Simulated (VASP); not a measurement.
Wanted: the native input for a VASP 6.6.1 run.

| Item | Value |
| --- | --- |
| Task | single point |
| Functional | PBEsol |
| Potentials or basis | VASP PAW PBE potentials, release 64 (Cd, F) |
| Cutoff | 520 eV |
| k mesh | 6 × 6 × 6 |
| Occupations | gaussian, width 0.1 eV |
| Spin | no spin polarisation |
| Dipole correction | no |
| Further INCAR settings | ALGO = Normal; EDIFF = 1e-06; NBANDS = 20 |

The structure of CdF2 lies in POSCAR:

```
CdF2
1.0
    0.0000000000      2.6940000000      2.6940000000
    2.6940000000      0.0000000000      2.6940000000
    2.6940000000      2.6940000000      0.0000000000
Cd F
1 2
Direct
    0.0000000000      0.0000000000      0.0000000000
    0.2500000000      0.2500000000      0.2500000000
    0.7500000000      0.7500000000      0.7500000000
```

These files were run (other wordings do the same):

INCAR

```
PREC = Accurate ; ENCUT = 520
EDIFF = 1E-6 ; ISMEAR = 0
SIGMA = 0.1 ; LREAL = False
LASPH = True ; NELM = 80
ALGO = Normal ; ISIF = 2
LWAVE = False ; LCHARG = True
GGA = PS ; LELF = True
LVHAR = True ; NBANDS = 20
```

KPOINTS

```
Automatic mesh
0
Gamma
  6 6 6
```

Potentials or basis: VASP PAW PBE potentials, release 64 (Cd, F).

Command:

```bash
$ cat potpaw_PBE.64/Cd/POTCAR potpaw_PBE.64/F/POTCAR > POTCAR
$ mpirun -np 1 vasp_std > vasp.out
```

It gave:

```json
{
 "Pressure": "0.5 GPa",
 "Band gap on the k mesh": "2.92 eV, indirect (least direct gap 3.39 eV)"
}
```

Caveat: the PAW data sets were made with another functional, which shifts forces and pressure a little.

Wall time 13 s on 1 thread of Intel(R) Xeon(R) Platinum 8259CL CPU @ 2.50GHz (Skylake/Cascade Lake) (shared host), peak memory 0.15 GiB.
